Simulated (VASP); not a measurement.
Write the native input for VASP 6.6.1 that does the following.

```
Task                   : relaxation of shape and atoms at fixed volume
Functional             : LDA
Potentials or basis    : VASP PAW LDA potentials, release 64 (Si)
Cutoff                 : 600 eV
k mesh                 : 10 × 10 × 10
Occupations            : gaussian, width 0.01 eV
Spin                   : no spin polarisation
Dipole correction      : no
Further INCAR settings : ALGO = Normal; EDIFF = 1e-06; IBRION = 2; EDIFFG = -0.01; NSW = 50; ISIF = 4
```

The structure of Si lies in POSCAR:

```
Si
1.0
   -3.1931671506      3.1931671506      1.8561885833
    3.1931671506     -3.1931671506      1.8561885833
    3.1931671506      3.1931671506     -1.8561885833
Si
4
Direct
    0.1793732577      0.1793732577      0.3587465154
    0.8206267423      0.8206267423      0.6412534846
    0.1793732577      0.8206267423      0.0000000000
    0.8206267423      0.1793732577      0.0000000000
```

These files were run (other wordings do the same):

INCAR

```
SYSTEM = Si
ALGO = Normal
EDIFF = 1E-6
EDIFFG = -0.01
ENCUT = 600
GGA = CA
IBRION = 2
ISIF = 4
ISMEAR = 0
LASPH = .TRUE.
LCHARG = .FALSE.
LREAL = .FALSE.
LWAVE = .FALSE.
NELM = 60
NSW = 50
PREC = Accurate
SIGMA = 0.01
```

KPOINTS

```
k-points
0
G
  10 10 10
  0 0 0
```

Potentials or basis: VASP PAW LDA potentials, release 64 (Si).

Command:

```sh
$ cat potpaw_LDA.64/Si/POTCAR > POTCAR
$ mpirun -np 1 vasp_std > vasp.out
```

Results of the run:

The energy gained by relaxing is 0.1 meV/atom, the ionic steps are 5 and the pressure after relaxing is 10.1 GPa. The band gap on the k mesh is zero (bands 8 and 9 overlap by 0.12 eV).

Caveat: semilocal functionals underestimate gaps, and a narrow one can read as zero.

Run time: 3.5 min on 1 thread of Intel(R) Xeon(R) Platinum 8259CL CPU @ 2.50GHz (Skylake/Cascade Lake), on a shared host, peak memory 0.24 GiB.
